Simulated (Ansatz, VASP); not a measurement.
# CdS in VASP and in Ansatz

INCAR

```
SYSTEM = CdS
PREC     = Accurate       ! precision mode
ENCUT    = 500            ! plane-wave cutoff, eV
EDIFF    = 1E-6           ! SCF threshold, eV
ISMEAR   = -1             ! smearing method
SIGMA    = 0.05           ! smearing width, eV
LREAL    = .FALSE.        ! projectors in reciprocal space
LASPH    = .TRUE.         ! aspherical terms in the spheres
NELM     = 120            ! most SCF steps
ALGO     = Normal         ! electronic algorithm
ISIF     = 2              ! what is computed and relaxed
LWAVE    = .FALSE.        ! write WAVECAR
LCHARG   = .TRUE.         ! write CHGCAR
GGA      = PE             ! functional
LELF     = .TRUE.         ! ELF
LVHAR    = .TRUE.       
NBANDS   = 16             ! bands
GGA_COMPAT= .FALSE.
```

Contents of KPOINTS:

```
regular mesh
0
G
  6 6 6
  0 0 0
```

File POSCAR:

```
CdS
1.0
    0.0000000000      2.9359433333      2.9165000000
    2.9359433333      0.0000000000      2.9165000000
    2.9359433333      2.9359433333      0.0000000000
Cd S
1 1
Direct
    0.0000000000      0.0000000000      0.0000000000
    0.2500000000      0.2500000000      0.2500000000
```

Input for Ansatz:

```yaml
crystal:
  lattice:
    - [0.0, 2.9359433333333333, 2.9165]
    - [2.9359433333333333, 0.0, 2.9165]
    - [2.9359433333333333, 2.9359433333333333, 0.0]
  atoms:
    - { symbol: Cd, position: [0.0, 0.0, 0.0] }
    - { symbol: S, position: [0.25, 0.25, 0.25] }
basis:
  ecutwfc: 510.0
kpoints:
  mp_grid:
    grid: [6, 6, 6]
hamiltonian:
  xc: pbe
scf:
  max_iter: 80
  occupations:
    method: fermi_dirac
    width: 0.05
output:
  stress: true
```

Alike in both runs: task single point; functional PBE; k mesh 6 × 6 × 6; occupations fermi-dirac, width 0.05 eV; no spin polarisation.

|  | VASP | Ansatz |
| --- | --- | --- |
| version | VASP 6.6.1 | Ansatz 0.2.0 |
| potentials or method | VASP PAW PBE potentials, release 64 (Cd, S), cutoff 500 eV | plane waves, PAW |
| valence electrons in the cell | 18 | 26 |

```tsv
	VASP	Ansatz	Ansatz less VASP
pressure (GPa)	2.3	2.0	-0.33
traceless stress, the component that is largest in VASP (GPa)	0.07	0.08	+0.002
```

VASP's potentials hold 18 valence electrons a cell and Ansatz's 26, so a difference there can come from the potentials and not from the codes.
